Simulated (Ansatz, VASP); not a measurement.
**Be3Se4 in VASP and in Ansatz**

```
Be Se
1.0
     3.59113    0.00000    0.00000
     0.00000    3.59113    0.00000
     0.00000    0.00000   10.43239
Be Se
3 4
Direct
  0.00000 0.00000 0.00000
  0.50000 0.50000 0.25384
  0.50000 0.50000 0.74616
  0.50000 0.00000 0.87605
  0.00000 0.50000 0.12395
  0.50000 0.00000 0.37356
  0.00000 0.50000 0.62644
```

Alike in both runs: functional PBE; k mesh 5 × 5 × 2; occupations gaussian, width 0.2 eV; no spin polarisation.

Ansatz relaxed the structure, and its values are those at the end. VASP's run is a single point on that final structure, the one shown.

|  | VASP | Ansatz |
| --- | --- | --- |
| version | VASP 6.6.1 | Ansatz 0.2.0 |
| potentials or method | VASP PAW PBE potentials, release 64 (Be, Se), cutoff 520 eV | scalar-relativistic, plane waves, PAW |
| valence electrons in the cell | 30 | 70 |

Ansatz gave:

| Property | Result |
| --- | --- |
| gap on the k mesh at the Fermi level (eV) | none |
| pressure (GPa) | 0.0 |
| rms of the force components (eV/Å) | 0.005 |

**Question.** Estimate VASP's values.

**Answer.** gap on the k mesh at the Fermi level (eV): none; pressure (GPa): 0.2; rms of the force components (eV/Å): 0.005.

A gap of «none» marks a metal or a gap that the smearing closes. The functional is the same, so the differences come from potentials, cutoffs and numerics. VASP's potentials hold 30 valence electrons a cell and Ansatz's 70, so a difference there can come from the potentials and not from the codes.
